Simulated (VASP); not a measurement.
Crystal: BeZn2Se3.

```xyz
6
Lattice="4.6402 0.0000 0.0000 -2.3201 4.0186 0.0000 0.0000 0.0000 7.7323" Properties=species:S:1:pos:R:3 pbc="T T T"
Be    0.0000    0.0000    0.0000
Zn    0.0000    0.0000    1.7726
Zn    0.0000    0.0000    5.9597
Se    0.0000    2.6790    0.0000
Se    2.3201    1.3395    0.0000
Se    0.0000    0.0000    3.8661
```

| Property | Result |
| --- | --- |
| Program | VASP 6.6.1 |
| Task | relaxation of cell and atoms |
| Functional | PBE |
| Potentials or basis | VASP PAW PBE potentials, release 64 (Be, Zn, Se) |
| Cutoff | 600 eV |
| k mesh | 6 × 6 × 2 |
| Occupations | gaussian, width 0.1 eV |
| Spin | no spin polarisation |

At the start: pressure 13.4 GPa; volume 24.03 Å³/atom.

Q: Where does the relaxation end?

A: Over 6 steps the energy falls by 409.0 meV/atom and the volume is 28.66 Å³/atom (+19.3 %); space group P6/mmm (No. 191, to 0.05 Å).

Step by step:
| step | energy change (eV) | largest force (eV/Å) | pressure (GPa) | volume (Å³) |
| --- | --- | --- | --- | --- |
| 1 | 0.0000 | 2.9963 | 13.44 | 144.18 |
| 2 | -2.1291 | 0.2122 | -2.16 | 187.20 |
| 3 | -2.4382 | 0.4147 | 0.22 | 170.35 |
| 4 | -2.4387 | 0.3883 | 0.00 | 171.23 |
| 5 | -2.4519 | 0.1564 | 0.00 | 171.71 |
| 6 | -2.4541 | 0.0150 | 0.03 | 171.98 |

Final structure:
```
Be Zn Se
1.0
     4.69698    0.00000    0.00000
    -2.34849    4.06771    0.00000
     0.00000    0.00000    9.00128
Be Zn Se
1 2 3
Direct
  0.00000 0.00000 0.00000
  0.00000 0.00000 0.24583
  0.00000 0.00000 0.75417
  0.33333 0.66667 0.00000
  0.66667 0.33333 0.00000
  0.00000 0.00000 0.50000
```

Caveat: the k points lie up to 0.35 Å⁻¹ apart in the final cell; the volume moved by over 15 % at a fixed basis, so the end points are rough.
